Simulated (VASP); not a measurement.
Runs of VASP 6.6.1 on Ti. The structure is that of space group Fd-3m (No. 227), or close to it. The cells are those of the table. 

```csv
task,cell,cutoff (eV),gap on the mesh (eV),pressure (GPa)
relaxation of cell and atoms,"relaxed to 350 GPa from a = 2.775 Å, angles 60.0°, 2 atoms",600,none,350.0
single point,"a = 2.838 Å, angles 60.0°, 2 atoms",520,none,(a)
single point,"a = 2.843 Å, angles 60.0°, 2 atoms",520,none,398.6
relaxation of cell and atoms,"relaxed to 350 GPa from a = 2.838 Å, angles 60.0°, 2 atoms",600,none,350.0
```

Alike in all rows: level PBE; potentials or basis VASP PAW PBE potentials, release 64 (Ti_sv); no spin polarisation; k mesh 16 × 16 × 16; smearing fermi-dirac 0.05 eV.

Problem. Fill in the values left out.

Solution. (a) 406.8.

Caveats: the cell is relaxed towards a set pressure, so the enthalpy falls and the energy may rise (some runs).

A gap of «none» marks levels without a gap at the run's occupations.
